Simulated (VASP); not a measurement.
A run of VASP 6.6.1 is set up as follows.

File INCAR:

```
SYSTEM = Pt
PREC     = Accurate       ! precision mode
ENCUT    = 520            ! plane-wave cutoff, eV
EDIFF    = 1E-6           ! SCF threshold, eV
ISMEAR   = -1             ! smearing method
SIGMA    = 0.1            ! smearing width, eV
LREAL    = .FALSE.        ! projectors in reciprocal space
LASPH    = .TRUE.         ! aspherical terms in the spheres
NELM     = 80             ! most SCF steps
ALGO     = Normal         ! electronic algorithm
ISIF     = 2              ! what is computed and relaxed
LWAVE    = .FALSE.        ! write WAVECAR
LCHARG   = .FALSE.        ! write CHGCAR
GGA      = PS             ! functional
NBANDS   = 11             ! bands
```

File KPOINTS:

```
Automatic mesh
0
G
  15 15 15
  0 0 0
```

POSCAR

```
Pt
1.0
    2.1580713980      0.0000000000      0.0000000000
    0.0000000000      2.1580713980      0.0000000000
    0.0000000000      0.0000000000      2.1580713980
Pt
1
Direct
    0.0000000000      0.0000000000      0.0000000000
```

Potentials or basis: VASP PAW PBE potentials, release 64 (Pt).

Launch:

```console
$ cat potpaw_PBE.64/Pt/POTCAR > POTCAR
$ mpirun -np 1 vasp_std > vasp.out
```

Question: Predict the pressure.

Answer: 464.2 GPa.

Question: What does it give for the band gap on the k mesh?

Answer: Zero (band 5 reaches 26.15 eV, above the bottom of band 6 at 18.26 eV).

Caveat: the PAW data sets were made with another functional, which shifts forces and pressure a little; spin-orbit coupling is left out, which moves the levels of the heavy elements.
